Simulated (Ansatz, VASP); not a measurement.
## Mo in VASP and in Ansatz

```xyz
2
Lattice="2.3793 0.0000 0.0000 -1.1896 2.0605 0.0000 0.0000 0.0000 3.8126" Properties=species:S:1:pos:R:3 pbc="T T T"
Mo    0.0000    1.3737    0.9532
Mo    1.1896    0.6868    2.8595
```

Change from the starting cell: volume scaled by 0.58, PAW files.

Alike in both runs: task single point; functional PBE; k mesh 15 × 15 × 8; occupations fermi-dirac, width 0.08 eV; no spin polarisation.

```csv
,VASP,Ansatz
version,VASP 6.6.1,Ansatz 0.2.0
potentials or method,"VASP PAW PBE potentials, release 64 (Mo_sv)","PAW with Ansatz's default frozen-core files, scalar-relativistic"
plane-wave cutoff (eV),520,420
valence electrons in the cell,28,28
```

```csv
,VASP,Ansatz,Ansatz less VASP
pressure (GPa),368.8,361.9,-6.91
"traceless stress, the component that is largest in VASP (GPa)",0.26,-0.03,-0.291
```

Both programs put the cell under a high pressure, so it lies far from rest at this level. With one functional, cell and mesh, what is left measures potentials, basis and numerics.

Noted on VASP's run: the cell as given lies far from equilibrium.
